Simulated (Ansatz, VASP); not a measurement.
One calculation of TiO2, two programs

INCAR

```
SYSTEM = TiO2
ALGO = Normal
EDIFF = 1E-7
ENCUT = 520
ISIF = 2
ISMEAR = -1
LASPH = .TRUE.
LCHARG = .FALSE.
LREAL = .FALSE.
LWAVE = .FALSE.
NBANDS = 33
NELM = 100
PREC = Accurate
SIGMA = 0.05
```

The input KPOINTS:

```
k-points
0
G
  7 7 10
  0 0 0
```

Contents of POSCAR:

```
TiO2
1.0
    4.5480600000      0.0000000000      0.0000000000
    0.0000000000      4.5480600000      0.0000000000
    0.0000000000      0.0000000000      2.9590000000
Ti O
2 4
Direct
    0.0000000000      0.0000000000      0.0000000000
    0.5000000000      0.5000000000      0.5000000000
    0.3060000000      0.3060000000      0.0000000000
    0.1940000000      0.8060000000      0.5000000000
    0.6940000000      0.6940000000      0.0000000000
    0.8060000000      0.1940000000      0.5000000000
```

Input for Ansatz:

```yaml
crystal:
  lattice:
    - [4.54806, 0.0, 0.0]
    - [0.0, 4.54806, 0.0]
    - [0.0, 0.0, 2.959]
  atoms:
    - { symbol: Ti, position: [0.0, 0.0, 0.0] }
    - { symbol: Ti, position: [0.5, 0.5, 0.5] }
    - { symbol: O, position: [0.306, 0.306, 0.0] }
    - { symbol: O, position: [0.194, 0.806, 0.5] }
    - { symbol: O, position: [0.694, 0.694, 0.0] }
    - { symbol: O, position: [0.806, 0.194, 0.5] }
kpoints:
  mp_grid: { grid: [7, 7, 10] }
  band_path:
    path:
      - [0.0, 0.0, 0.0]
      - [0.0, 0.5, 0.0]
      - [0.5, 0.5, 0.0]
      - [0.0, 0.0, 0.0]
      - [0.0, 0.0, 0.5]
      - [0.0, 0.5, 0.5]
      - [0.5, 0.5, 0.5]
      - [0.0, 0.0, 0.5]
      - [0.0, 0.5, 0.0]
    npoints: 5
scf:
  occupations: { method: fermi_dirac, width: 0.05 }
hamiltonian:
  xc: lda
  pseudopotentials: { kind: all_electron, lapw: { basis_error: 0.0005 } }
output:
  forces: true
  stress: true
  eigenvalues: true
```

Change from the starting cell: equal xx and yy strain of -1 %.

Alike in both runs: task single point; functional LDA; k mesh 7 × 7 × 10; occupations fermi-dirac, width 0.05 eV; no spin polarisation.

|  | VASP | Ansatz |
| --- | --- | --- |
| version | VASP 6.6.1 | Ansatz 0.2.0 |
| potentials or method | VASP PAW LDA potentials, release 64 (Ti_sv, O), cutoff 520 eV | all-electron LAPW, scalar-relativistic |

Ansatz gave:

```
gap on the k mesh at the Fermi level (eV)                     : 1.87
pressure (GPa)                                                : -3.4
traceless stress, the component that is largest in VASP (GPa) : -3.07
rms of the force components (eV/Å)                            : 0.094
```

Task: What did VASP give for the same quantities?

Result: gap on the k mesh at the Fermi level (eV): 1.85; pressure (GPa): -2.3; traceless stress, the component that is largest in VASP (GPa): -2.79; rms of the force components (eV/Å): 0.109.

LDA's correlation is that of Perdew and Zunger in VASP and of Perdew and Wang (1992) in Ansatz. Atom by atom the forces differ by 0.015 eV/Å (rms over components). Ansatz ran all-electron here, and VASP with PAW potentials.
